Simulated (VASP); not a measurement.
Wanted: the native input for a VASP 6.6.1 run.

```yaml
Task: single point
Functional: PBEsol
Potentials_or_basis: VASP PAW PBE potentials, release 64 (Ba_sv)
Cutoff: 500 eV
k_mesh: 12 × 12 × 12
Occupations: gaussian, width 0.1 eV
Spin: no spin polarisation
Dipole_correction: no
Further_INCAR_settings: ALGO = Normal; EDIFF = 1e-06; NBANDS = 11
```

The structure of Ba lies in POSCAR:

```
Ba
1.0
    0.0000000000      3.0814483582      3.0814483582
    3.0814483582      0.0000000000      3.0814483582
    3.0814483582      3.0814483582      0.0000000000
Ba
1
Direct
    0.0000000000      0.0000000000      0.0000000000
```

This isn't the form of Ba at room conditions, which is bcc.

One way to write it, as run:

INCAR

```
ALGO     = Normal         # electronic algorithm
EDIFF    = 1E-6           # SCF threshold, eV
ENCUT    = 500            # plane-wave cutoff, eV
GGA      = PS             # functional
GGA_COMPAT= F            
ISIF     = 2              # what is computed and relaxed
ISMEAR   = 0              # smearing method
LASPH    = T              # aspherical terms in the spheres
LCHARG   = F              # write CHGCAR
LREAL    = F              # projectors in reciprocal space
LWAVE    = F              # write WAVECAR
NBANDS   = 11             # bands
NELM     = 120            # most SCF steps
PREC     = Accurate       # precision mode
SIGMA    = 0.1            # smearing width, eV
```

KPOINTS

```
k-points
0
Gamma
  12 12 12
```

Potentials or basis: VASP PAW PBE potentials, release 64 (Ba_sv).

Command:

```sh
$ cat potpaw_PBE.64/Ba_sv/POTCAR > POTCAR
$ mpirun -np 1 vasp_std > vasp.out
```

Results of the run:

```
Pressure               : 0.1 GPa
Band gap on the k mesh : zero (bands 5 and 6 overlap by 0.41 eV)
```

Caveat: the PAW data sets were made with another functional, which shifts forces and pressure a little; spin-orbit coupling is left out, which moves the levels of the heavy elements.

Run time: 38 s on 1 thread of AMD EPYC 7R13, with other jobs on the host, peak memory 0.17 GiB.
